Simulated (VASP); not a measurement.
TePb, 2 atoms in the cell. The structure is cubic, space group Pm-3m (No. 221). Conventional cell: a = 3.975 Å, b = 3.975 Å, c = 3.975 Å, α = 90.00°, β = 90.00°, γ = 90.00°. Within 4.5 Å of Pb (site symmetry m-3m) lie 8 Te at 3.44 Å and 6 Pb at 3.98 Å. Te (site symmetry m-3m) has 8 Pb at 3.44 Å and 6 Te at 3.98 Å within 4.5 Å. 

| Property | Result |
| --- | --- |
| Program | VASP 6.6.1 |
| Task | single point |
| Functional | r2SCAN |
| Potentials or basis | VASP PAW PBE potentials, release 64 (Pb_d, Te) |
| Cutoff | 520 eV |
| k mesh | 6 × 6 × 6 |
| Occupations | fermi-dirac, width 0.02 eV |
| Spin | no spin polarisation |
| Dipole correction | no |
| Further INCAR settings | ALGO = Normal; EDIFF = 1e-06; NBANDS = 17 |

Potentials or basis: VASP PAW PBE potentials, release 64 (Pb_d, Te).

Launch:

```bash
$ cat potpaw_PBE.64/Pb_d/POTCAR potpaw_PBE.64/Te/POTCAR > POTCAR
$ cp INCAR.step1 INCAR
$ mpirun -np 1 vasp_std > vasp.out
$ cp INCAR.step2 INCAR
$ mpirun -np 1 vasp_std > vasp.out
```

Hardware: 1 thread of AMD EPYC 7R13 (shared host).

Task: Estimate the wall time of this run.

Result: Run time: 100 s on 1 thread of AMD EPYC 7R13, on a shared host, peak memory 0.15 GiB. Counts: k points 20.
